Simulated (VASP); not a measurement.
Wanted: the native input for a VASP 6.6.1 run.

| Quantity | Value |
| --- | --- |
| Task | single point |
| Functional | PBEsol |
| Potentials or basis | VASP PAW PBE potentials, release 64 (Pt_sv_GW) |
| Cutoff | 570 eV |
| k mesh | 22 × 22 × 22 |
| Occupations | gaussian, width 0.15 eV |
| Spin | no spin polarisation |
| Dipole correction | no |
| Further INCAR settings | ALGO = Normal; EDIFF = 1e-06; NBANDS = 15 |

The structure of Pt lies in POSCAR:

```
Pt
1.0
   -1.9755154200      1.5866461187      1.5866461187
    1.5866461187     -1.9755154200      1.5866461187
    1.5866461187      1.5866461187     -1.9755154200
Pt
1
Direct
    0.0000000000      0.0000000000      0.0000000000
```

These files were run (other wordings do the same):

INCAR

```
ALGO = Normal
EDIFF = 1E-6
ENCUT = 570
GGA = PS
GGA_COMPAT = False
ISIF = 2
ISMEAR = 0
LASPH = True
LCHARG = False
LREAL = False
LWAVE = False
NBANDS = 15
NELM = 120
PREC = Accurate
SIGMA = 0.15
```

KPOINTS

```
k-points
0
Gamma
  22 22 22
```

Potentials or basis: VASP PAW PBE potentials, release 64 (Pt_sv_GW).

Run with:

```console
$ cat potpaw_PBE.64/Pt_sv_GW/POTCAR > POTCAR
$ mpirun -np 1 vasp_std > vasp.out
```

It gave:

- Pressure: 95.2 GPa
- Band gap on the k mesh: zero (bands 9 and 10 overlap by 5.56 eV)

Caveat: the cell stands under pressure; the PAW data sets were made with another functional, which shifts forces and pressure a little; spin-orbit coupling is left out, which moves the levels of the heavy elements.

Wall time 71 s on 1 thread of Intel(R) Xeon(R) 6975P-C (Granite Rapids), on a shared host, peak memory 0.38 GiB.
